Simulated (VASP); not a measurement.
# Ca: single point with PBE

The system is Ca.

```xyz
4
Lattice="3.5858 0.0000 0.0000 -1.7929 3.1054 0.0000 0.0000 0.0000 11.8550" Properties=species:S:1:pos:R:3 pbc="T T T"
Ca    0.0000    0.0000    0.0000
Ca    0.0000    0.0000    5.9275
Ca    0.0000    2.0703    2.9637
Ca    1.7929    1.0351    8.8912
```

This cell differs from its parent crystal: volume scaled by 0.78.

* Program: VASP 6.6.1
* Task: single point
* Functional: PBE
* Potentials or basis: VASP PAW PBE potentials, release 64 (Ca_sv)
* Cutoff: 520 eV
* k mesh: 10 × 10 × 3
* Occupations: fermi-dirac, width 0.08 eV
* Spin: no spin polarisation
* Dipole correction: no
* Further INCAR settings: ALGO = Normal; EDIFF = 1e-06; NBANDS = 28

```
Pressure               : 6.4 GPa
Band gap on the k mesh : zero (band 20 reaches 3.14 eV, above the bottom of band 21 at 3.01 eV)
```

Stress tensor (GPa, compression positive):
```
6.36 0.00 0.00
0.00 6.36 0.00
0.00 0.00 6.46
```

Levels at points of the mesh, in eV from the Fermi level:
```csv
k point,band 17,band 18,band 19,band 20,band 21,band 22,band 23,band 24
"(0.00, 0.00, 0.00)",-4.48,-3.26,-3.26,-1.18,0.03,1.47,1.49,2.50
"(0.50, 0.00, 0.00)",-1.13,-0.89,-0.78,-0.69,0.06,0.32,0.36,0.37
```

Wall time 98 s on 1 thread of Intel Xeon 6975P-C (shared host), peak memory 0.28 GiB.
